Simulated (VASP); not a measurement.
Write the native input for VASP 6.6.1 that does the following.

```
Task                   : single point
Functional             : RPBE
Potentials or basis    : VASP PAW PBE potentials, release 64 (H)
Cutoff                 : 500 eV
k mesh                 : 8 × 8 × 8
Occupations            : tetrahedron
Spin                   : no spin polarisation
Dipole correction      : no
Further INCAR settings : ALGO = Normal; EDIFF = 1e-06; NBANDS = 8
```

The structure of H lies in POSCAR:

```
H
1.0
   -1.8386375460      1.8386375460      2.2855640979
    1.8386375460     -1.8386375460      2.2855640979
    1.8710977296      1.8710977296     -2.2855640979
H
2
Direct
    0.9178910720      0.9178910720      0.0000000000
    0.0821089280      0.0821089280      0.0000000000
```

One way to write it, as run:

INCAR

```
PREC = Accurate
ENCUT = 500
EDIFF = 1E-6
ISMEAR = -5
SIGMA = 0.05
LREAL = F
LASPH = T
NELM = 120
ALGO = Normal
ISIF = 2
LWAVE = F
LCHARG = F
GGA = RP
NBANDS = 8
GGA_COMPAT = F
```

KPOINTS

```
Automatic mesh
0
Gamma
  8 8 8
```

Potentials or basis: VASP PAW PBE potentials, release 64 (H).

Run with:

```bash
$ cat potpaw_PBE.64/H/POTCAR > POTCAR
$ mpirun -np 1 vasp_std > vasp.out
```

It gave:

* Pressure: -0.2 GPa
* Largest force: 0.167 eV/Å
* Band gap on the k mesh: 9.43 eV (least direct gap 9.89 eV)

Caveat: this functional lacks dispersion, which holds the molecules together, so the pressure and a relaxed volume are unreliable; the PAW data sets were made with another functional, which shifts forces and pressure a little.

Run time: 41 s on 1 thread of AMD EPYC 7R43 64-Core Processor (Zen 3), on a shared host, peak memory 0.11 GiB.
